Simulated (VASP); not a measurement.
# IrPt2F6 (P-3m1) in VASP: single point with PBE

Aim: the single point of IrPt2F6 with PBE.

Program: VASP 6.6.1. These are calculated values, not measurements. Logs are shortened: lines on timing, memory, paths and dates and some standing lists are left out, and cuts for length are marked.

**1. The cell of the first run**

The structure is trigonal, space group P-3m1 (No. 164). The conventional cell has a = 6.447 Å, b = 6.447 Å, c = 5.165 Å, α = 90.00°, β = 90.00°, γ = 120.00°. Within 2.6 Å of Ir (site symmetry -3m) lie 6 F at 1.98 Å. Within 2.8 Å of Pt (site symmetry 3m) lie 3 F at 2.12 Å. F (site symmetry m) has 1 Ir at 1.98 Å and 1 Pt at 2.12 Å within 2.6 Å.

**2. Single point, PBE**

Input file INCAR:

```
  PREC = Accurate
  ENCUT = 520
  EDIFF = 1E-6
  ISMEAR = -1
  SIGMA = 0.0167
  LREAL = False
  LASPH = True
  NELM = 100
  ALGO = Normal
  ISIF = 2
  LWAVE = False
  LCHARG = False
  GGA = PE
  NBANDS = 46
```

Input file KPOINTS:

```
regular mesh
0
Gamma
  6 6 4
```

Input file POSCAR:

```
IrPt2F6
1.0
    3.2236879001      5.5835912306      0.0000000000
   -3.2236879001      5.5835912306      0.0000000000
    0.0000000000      0.0000000000      5.1650637741
Ir Pt F
1 2 6
Direct
    0.0000000000      0.0000000000      0.5000000000
    0.6666666667      0.6666666667      0.6494876862
    0.3333333333      0.3333333333      0.3505123138
    0.1456543771      0.1456543771      0.2826681289
    0.7086912458      0.1456543771      0.2826681289
    0.1456543771      0.7086912458      0.2826681289
    0.2913087542      0.8543456229      0.7173318711
    0.8543456229      0.8543456229      0.7173318711
    0.8543456229      0.2913087542      0.7173318711
```

Potentials or basis: VASP PAW PBE potentials, release 64 (Ir, Pt, F).

Launch:

```bash
$ cat potpaw_PBE.64/Ir/POTCAR potpaw_PBE.64/Pt/POTCAR potpaw_PBE.64/F/POTCAR > POTCAR
$ mpirun -np 1 vasp_std > vasp.out
```

OUTCAR:

```text
PREC = Accurate
   ENCUT = 520
   EDIFF = 1E-6
   ISMEAR = -1
   LREAL = False
   LASPH = True
   NELM = 100
   ISIF = 2
   GGA = PE

 ion  position               nearest neighbor table
   1  0.000  0.000  0.500-   4 1.98   8 1.98   6 1.98   7 1.98   5 1.98   9 1.98
   2  0.667  0.667  0.649-   8 2.12   7 2.12   9 2.12
   3  0.333  0.333  0.351-   4 2.12   5 2.12   6 2.12
   4  0.146  0.146  0.283-   1 1.98   3 2.12
   5  0.709  0.146  0.283-   1 1.98   3 2.12
   6  0.146  0.709  0.283-   1 1.98   3 2.12
   7  0.291  0.854  0.717-   1 1.98   2 2.12
   8  0.854  0.854  0.717-   1 1.98   2 2.12
   9  0.854  0.291  0.717-   1 1.98   2 2.12

  LATTYP: Found a hexagonal cell.
 ALAT       =     6.4473758001
 C/A-ratio  =     0.8011110154

  Lattice vectors:

 A1 = (   3.2236879001,  -5.5835912306,   0.0000000000)
 A2 = (   3.2236879001,   5.5835912306,   0.0000000000)
 A3 = (   0.0000000000,   0.0000000000,   5.1650637741)

Analysis of symmetry for initial positions (statically):
=====================================================================
 Subroutine PRICEL returns:
 Original cell was already a primitive cell.

 Routine SETGRP: Setting up the symmetry group for a
 hexagonal supercell.

 Subroutine GETGRP returns: Found 12 space group operations
 (whereof 12 operations were pure point group operations)
 out of a pool of 24 trial point group operations.

The static configuration has the point symmetry D_3d.

Analysis of symmetry for dynamics (positions and initial velocities):
=====================================================================
 Subroutine PRICEL returns:
 Original cell was already a primitive cell.

 Routine SETGRP: Setting up the symmetry group for a
 hexagonal supercell.

 Subroutine GETGRP returns: Found 12 space group operations
 (whereof 12 operations were pure point group operations)
 out of a pool of 24 trial point group operations.

The dynamic configuration has the point symmetry D_3d.

 Subroutine INISYM returns: Found 12 space group operations
 (whereof 12 operations are pure point group operations),
 and found     1 'primitive' translations

----------------------------------------------------------------------------------------

                                     Primitive cell

  volume of cell :     185.9398

  direct lattice vectors                    reciprocal lattice vectors
     3.223687900  5.583591231  0.000000000     0.155101863  0.089548103  0.000000000
    -3.223687900  5.583591231  0.000000000    -0.155101863  0.089548103  0.000000000
     0.000000000  0.000000000  5.165063774     0.000000000  0.000000000  0.193608452

  length of vectors
     6.447375800  6.447375800  5.165063774     0.179096205  0.179096205  0.193608452

  position of ions in fractional coordinates (direct lattice)
     0.000000000  0.000000000  0.500000000
     0.666666667  0.666666667  0.649487686
     0.333333333  0.333333333  0.350512314
     0.145654377  0.145654377  0.282668129
     0.708691246  0.145654377  0.282668129
     0.145654377  0.708691246  0.282668129
     0.291308754  0.854345623  0.717331871
     0.854345623  0.854345623  0.717331871
     0.854345623  0.291308754  0.717331871

  ion indices of the primitive-cell ions
   primitive index   ion index
                 1           1
                 2           2
                 3           3
                 4           4
                 5           5
                 6           6
                 7           7
                 8           8
                 9           9

----------------------------------------------------------------------------------------

 KPOINTS: regular mesh

Automatic generation of k-mesh.
 Grid dimensions read from file:
 generate k-points for:    6    6    4

 Generating k-lattice:

  Cartesian coordinates                     Fractional coordinates (reciprocal lattice)
     0.025850311  0.014924684  0.000000000     0.166666667  0.000000000  0.000000000
    -0.025850311  0.014924684  0.000000000     0.000000000  0.166666667  0.000000000
     0.000000000  0.000000000  0.048402113     0.000000000  0.000000000  0.250000000

  Length of vectors
     0.029849368  0.029849368  0.048402113

  Shift w.r.t. Gamma in fractional coordinates (k-lattice)
     0.000000000  0.000000000  0.000000000

 Subroutine IBZKPT returns following result:
 ===========================================

 Found     24 irreducible k-points:

 Following reciprocal coordinates:
            Coordinates               Weight
  0.000000  0.000000  0.000000      1.000000
  0.166667  0.000000  0.000000      6.000000
  0.333333  0.000000  0.000000      6.000000
  0.500000  0.000000  0.000000      3.000000
  0.333333  0.166667  0.000000      6.000000
  0.500000  0.166667  0.000000     12.000000
[... 16 lines left out ...]
  0.500000  0.166667  0.500000     12.000000
 -0.333333  0.333333  0.500000      2.000000
   k-points           NKPTS =     24   k-points in BZ     NKDIM =     24   number of bands    NBANDS=     46
   number of dos      NEDOS =    301   number of ions     NIONS =      9
   total plane-waves  NPLWV =  92160
   dimension x,y,z NGX =    48 NGY =   48 NGZ =   40
   dimension x,y,z NGXF=    96 NGYF=   96 NGZF=   80
   ions per type =               1   2   6
   NGX,Y,Z   is equivalent  to a cutoff of  12.38, 12.38, 12.87 a.u.
   NGXF,Y,Z  is equivalent  to a cutoff of  24.75, 24.75, 25.75 a.u.
 SYSTEM =  unknown system
   PREC   = accura    normal or accurate (medium, high low for compatibility)
   ISTART =      0    job   : 0-new  1-cont  2-samecut
   ICHARG =      2    charge: 1-file 2-atom 10-const
   ISPIN  =      1    spin polarized calculation?
   LNONCOLLINEAR =      F non collinear calculations
   LSORBIT =      F    spin-orbit coupling
   LASPH  =      T    aspherical Exc in radial PAW
   ENCUT  =  520.0 eV  38.22 Ry    6.18 a.u.  11.99 11.99  9.60*2*pi/ulx,y,z
   NELM   =    100;   NELMIN=  2; NELMDL= -5     # of ELM steps
   EDIFF  = 0.1E-05   stopping-criterion for ELM
   LREAL  =      F    real-space projection
   EDIFFG = 0.1E-04   stopping-criterion for IOM
   NSW    =      0    number of steps for IOM
   IBRION =     -1    ionic relax: 0-MD 1-quasi-New 2-CG
   NFREE  =      0    steps in history (QN), initial steepest desc. (CG)
   ISIF   =      2    stress and relaxation
   ISYM   =      2    0-nonsym 1-usesym 2-fastsym
   POTIM  = 0.5000    time-step for ionic-motion
   TEBEG  =    0.0;   TEEND  =   0.0 temperature during run
   PSTRESS=    0.0 pullay stress
   NELECT =      71.0000    total number of electrons
   NUPDOWN=      -1.0000    fix difference up-down
   EMIN   =  10.00;   EMAX   =-10.00  energy-range for DOS
   EFERMI =   0.00;   METHOD = LEGACY
   ISMEAR =    -1;   SIGMA  =   0.02  broadening in eV -4-tet -1-fermi 0-gaus
   EFERMI_NEDOS =   21; number of points for ismear=-14 and -15
   IALGO  =     38    algorithm
   IMIX   =      4    mixing-type and parameters
     AMIX     =   0.40;   BMIX     =  1.00
     AMIX_MAG =   1.60;   BMIX_MAG =  1.00
  volume/ion in A,a.u.               =      20.66       139.42
  Fermi-wavevector in a.u.,A,eV,Ry     =   1.187691  2.244411 19.192518  1.410610
  Thomas-Fermi vector in A             =   2.323837
   LORBIT       =      0    0 simple, 1 ext, 2 COOP (PROOUT), +10 PAW based schemes
   GGA     = PE    functional components
[... 5 lines left out ...]
 non-spin polarized calculation
  energy-cutoff  :      520.00
  volume of cell :      185.94
 maximum number of plane-waves:      5028
   NGX = 23   NGY = 23   NGZ = 19

 number of electron      71.0000043 magnetization

 Free energy of the ion-electron system (eV)
  ---------------------------------------------------
  ext. energy  EPLUGINS =         0.00000000
  ---------------------------------------------------
  free energy    TOTEN  =       -36.57081218 eV

  energy without entropy =      -36.55270105  energy(sigma->0) =      -36.56175662

 E-fermi :   0.0350     XC(G=0):  -8.0389

 val. band max:        0.0330637735   @ k =   0.5000   0.1667   0.0000
 cond. band min:       0.0425606708   @ k =   0.3333   0.0000   0.0000
 fundamental gap:      0.0094968973
 Fermi energy:         0.0349554112

 k-point     1 :       0.0000    0.0000    0.0000
  band No.  band energies     occupation
      1     -24.2550      2.00000
      2     -23.9180      2.00000
      3     -23.9180      2.00000
      4     -23.7890      2.00000
      5     -23.7890      2.00000
      6     -23.7673      2.00000
[... 38 lines left out ...]
     45       7.3754      0.00000
     46       8.1285      0.00000

 k-point     2 :       0.1667    0.0000    0.0000
  band No.  band energies     occupation
      1     -24.2461      2.00000
      2     -23.9288      2.00000
      3     -23.9181      2.00000
      4     -23.7987      2.00000
      5     -23.7889      2.00000
      6     -23.7563      2.00000
[... 38 lines left out ...]
     45       7.5041      0.00000
     46       7.9832      0.00000

 k-point     3 :       0.3333    0.0000    0.0000
  band No.  band energies     occupation
      1     -24.2268      2.00000
      2     -23.9466      2.00000
      3     -23.9180      2.00000
      4     -23.8203      2.00000
      5     -23.7887      2.00000
      6     -23.7371      2.00000
[... 38 lines left out ...]
     45       7.6903      0.00000
     46       8.5544      0.00000

 k-point     4 :       0.5000    0.0000    0.0000
  band No.  band energies     occupation
      1     -24.2166      2.00000
      2     -23.9542      2.00000
      3     -23.9181      2.00000
      4     -23.8322      2.00000
      5     -23.7889      2.00000
      6     -23.7286      2.00000
[... 920 lines left out ...]
     45       8.2655      0.00000
     46       8.6087      0.00000

 k-point    23 :       0.5000    0.1667    0.5000
  band No.  band energies     occupation
      1     -24.1856      2.00000
      2     -23.9645      2.00000
      3     -23.9407      2.00000
      4     -23.8070      2.00000
      5     -23.7798      2.00000
      6     -23.7612      2.00000
[... 38 lines left out ...]
     45       8.1498      0.00000
     46       8.4089      0.00000

 k-point    24 :      -0.3333    0.3333    0.5000
  band No.  band energies     occupation
      1     -24.1803      2.00000
      2     -23.9566      2.00000
      3     -23.9566      2.00000
      4     -23.7935      2.00000
      5     -23.7935      2.00000
      6     -23.7592      2.00000
[... 38 lines left out ...]
     45       7.8544      0.00000
     46       9.5480      0.00000

------------------------ aborting loop because EDIFF is reached ----------------------------------------

  FORCE on cell =-STRESS in cart. coord.  units (eV):
  Direction    XX          YY          ZZ          XY          YZ          ZX
  --------------------------------------------------------------------------------------
  -------------------------------------------------------------------------------------
  Total        0.4329472      0.4329472      0.4110837      0.0000000      0.0000000      0.0000000
  in kB        3.7305530      3.7305530      3.5421627      0.0000000      0.0000000      0.0000000
  external PRESSURE =       3.6677562 kB  Pullay stress =       0.0000000 kB

 VOLUME and BASIS-vectors are now :
 -----------------------------------------------------------------------------
  energy-cutoff  :      520.00
  volume of cell :      185.94
      direct lattice vectors                 reciprocal lattice vectors
     3.223687900  5.583591231  0.000000000     0.155101863  0.089548103  0.000000000
    -3.223687900  5.583591231  0.000000000    -0.155101863  0.089548103  0.000000000
     0.000000000  0.000000000  5.165063774     0.000000000  0.000000000  0.193608452

 POSITION                                       TOTAL-FORCE (eV/Angst)
 -----------------------------------------------------------------------------------
      0.00000      0.00000      2.58253        -0.000000     -0.000000      0.000000
      0.00000      7.44479      3.35465        -0.000000     -0.000000      0.012658
      0.00000      3.72239      1.81042        -0.000000     -0.000000     -0.012658
      0.00000      1.62655      1.46000        -0.000000      0.142016     -0.090798
      1.81506      4.77032      1.46000        -0.122990     -0.071008     -0.090798
     -1.81506      4.77032      1.46000         0.122990     -0.071008     -0.090798
     -1.81506      6.39687      3.70506         0.122990      0.071008      0.090798
      0.00000      9.54063      3.70506        -0.000000     -0.142016      0.090798
      1.81506      6.39687      3.70506        -0.122990      0.071008      0.090798
 -----------------------------------------------------------------------------------
    total drift:                                0.000000      0.000000      0.000000

  FREE ENERGIE OF THE ION-ELECTRON SYSTEM (eV)
  ---------------------------------------------------
  free  energy   TOTEN  =       -36.5708121801 eV

  energy  without entropy=      -36.5527010503  energy(sigma->0) =      -36.56175662
```

Wall time 3.9 min (1 thread of Intel Xeon 6975P-C, shared host); peak memory 0.4 GiB.

Results:

```yaml
Free_energy: -36.5708 eV
Pressure: 0.4 GPa
Largest_force: 0.169 eV/Å
```

Forces on the atoms (eV/Å):
```
Ir   0.000  0.000  0.000
Pt   0.000  0.000  0.013
Pt   0.000  0.000 -0.013
F    0.000  0.142 -0.091
F   -0.123 -0.071 -0.091
F    0.123 -0.071 -0.091
F    0.123  0.071  0.091
F    0.000 -0.142  0.091
F   -0.123  0.071  0.091
```

Caveat: spin-orbit coupling is left out, which moves the levels of the heavy elements; an odd number of electrons without spin polarisation forces a metal; a magnetic or distorted state may lie lower.
